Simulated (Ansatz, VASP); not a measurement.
One calculation of Al3B2As, two programs

```
Al B As
1.0
     6.20605    0.00000    0.00000
    -3.10302    5.37460    0.00000
     0.00000    0.00000    2.60508
Al B As
3 2 1
Direct
  0.50000 0.00000 0.50000
  0.00000 0.50000 0.50000
  0.50000 0.50000 0.50000
  0.33333 0.66667 0.00000
  0.66667 0.33333 0.00000
  0.00000 0.00000 0.00000
```

Alike in both runs: functional PBE; k mesh 6 × 6 × 6; occupations gaussian, width 0.1 eV; no spin polarisation.

Ansatz relaxed the structure, and its values are those at the end. VASP's run is a single point on that final structure, the one shown.

|  | VASP | Ansatz |
| --- | --- | --- |
| version | VASP 6.6.1 | Ansatz 0.2.0 |
| potentials or method | VASP PAW PBE potentials, release 64 (Al, B, As), cutoff 520 eV | scalar-relativistic, plane waves, PAW |
| valence electrons in the cell | 20 | 30 |

```tsv
	VASP	Ansatz	Ansatz less VASP
gap on the k mesh at the Fermi level (eV)	none	none	-
pressure (GPa)	0.2	0.2	0.00
```

A gap of «none» marks a metal or a gap that the smearing closes. VASP's potentials hold 20 valence electrons a cell and Ansatz's 30, so a difference there can come from the potentials and not from the codes.

The k mesh is coarse, so the values compare programs but aren't converged.
